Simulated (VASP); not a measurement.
Wanted: the native input for a VASP 6.6.1 run.

- Task: single point
- Functional: PBEsol
- Potentials or basis: VASP PAW PBE potentials, release 64 (Rh_pv, La, Zn)
- Cutoff: 520 eV
- k mesh: 5 × 5 × 5
- Occupations: fermi-dirac, width 0.1 eV
- Spin: no spin polarisation
- Dipole correction: no
- Further INCAR settings: ALGO = Normal; EDIFF = 1e-07; NBANDS = 40

The structure of LaZn2Rh2 lies in POSCAR:

```
LaZn2Rh2
1.0
    0.0000000000      4.2470590000      0.0000000000
    4.2470590000      0.0000000000      0.0000000000
    2.1235300000      2.1235300000     -5.4498320000
Rh La Zn
2 1 2
Direct
    0.7500000000      0.2500000000      0.5000000000
    0.2500000000      0.7500000000      0.5000000000
    0.0000000000      0.0000000000      0.0000000000
    0.3780000000      0.3780000000      0.2440000000
    0.6220000000      0.6220000000      0.7560000000
```

These files were run (other wordings do the same):

INCAR

```
SYSTEM = LaZn2Rh2
  ALGO = Normal
  EDIFF = 1E-7
  ENCUT = 520
  GGA = PS
  ISIF = 2
  ISMEAR = -1
  LASPH = .TRUE.
  LCHARG = .FALSE.
  LREAL = .FALSE.
  LWAVE = .FALSE.
  NBANDS = 40
  NELM = 100
  PREC = Accurate
  SIGMA = 0.1
```

KPOINTS

```
k-points
0
G
  5 5 5
  0 0 0
```

Potentials or basis: VASP PAW PBE potentials, release 64 (Rh_pv, La, Zn).

Launch:

```console
$ cat potpaw_PBE.64/Rh_pv/POTCAR potpaw_PBE.64/La/POTCAR potpaw_PBE.64/Zn/POTCAR > POTCAR
$ mpirun -np 1 vasp_std > vasp.out
```

Results of the run:

```
Pressure               : -8.9 GPa
Largest force          : 0.097 eV/Å
Band gap on the k mesh : zero (an odd number of electrons rules out a gap without spin polarisation)
```

Caveat: the stress differs along the axes, from -13 to -7 GPa; the PAW data sets were made with another functional, which shifts forces and pressure a little; spin-orbit coupling is left out, which moves the levels of the heavy elements.

Run time: 45 s on 1 thread of Intel(R) Xeon(R) 6975P-C (Granite Rapids), on a shared host, peak memory 0.26 GiB.
